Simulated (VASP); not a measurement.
Write the native input for VASP 6.6.1 that does the following.

| Property | Result |
| --- | --- |
| Task | single point |
| Functional | PBE |
| Potentials or basis | VASP PAW PBE potentials, release 64 (Te) |
| Cutoff | 520 eV |
| k mesh | 14 × 14 × 14 |
| Occupations | fermi-dirac, width 0.05 eV |
| Spin | no spin polarisation |
| Dipole correction | no |
| Further INCAR settings | ALGO = Normal; EDIFF = 1e-07; NBANDS = 9 |

The structure of Te lies in POSCAR:

```
Te
1.0
   -1.7734351620      1.7734351620      1.7734351620
    1.7734351620     -1.7734351620      1.7734351620
    1.7734351620      1.7734351620     -1.7734351620
Te
1
Direct
    0.0000000000      0.0000000000      0.0000000000
```

This isn't the form of Te at room conditions, which is trigonal, of chains.

These files were run (other wordings do the same):

INCAR

```
SYSTEM = Te
  PREC = Accurate
  ENCUT = 520
  EDIFF = 1E-7
  ISMEAR = -1
  SIGMA = 0.05
  LREAL = .False.
  LASPH = .True.
  NELM = 80
  ALGO = Normal
  ISIF = 2
  LWAVE = .False.
  LCHARG = .False.
  GGA = PE
  NBANDS = 9
```

KPOINTS

```
Automatic mesh
0
Gamma
  14 14 14
  0 0 0
```

Potentials or basis: VASP PAW PBE potentials, release 64 (Te).

Run with:

```console
$ cat potpaw_PBE.64/Te/POTCAR > POTCAR
$ mpirun -np 1 vasp_std > vasp.out
```

Results of the run:

```json
{
 "Pressure": "24.0 GPa",
 "Band gap on the k mesh": "zero (bands 3 and 4 overlap by 8.41 eV)"
}
```

Caveat: the cell stands under pressure; spin-orbit coupling is left out, which moves the levels of the heavy elements.

Wall time 13 s on 1 thread of Intel Xeon 8259CL, with other jobs on the host, peak memory 0.15 GiB.
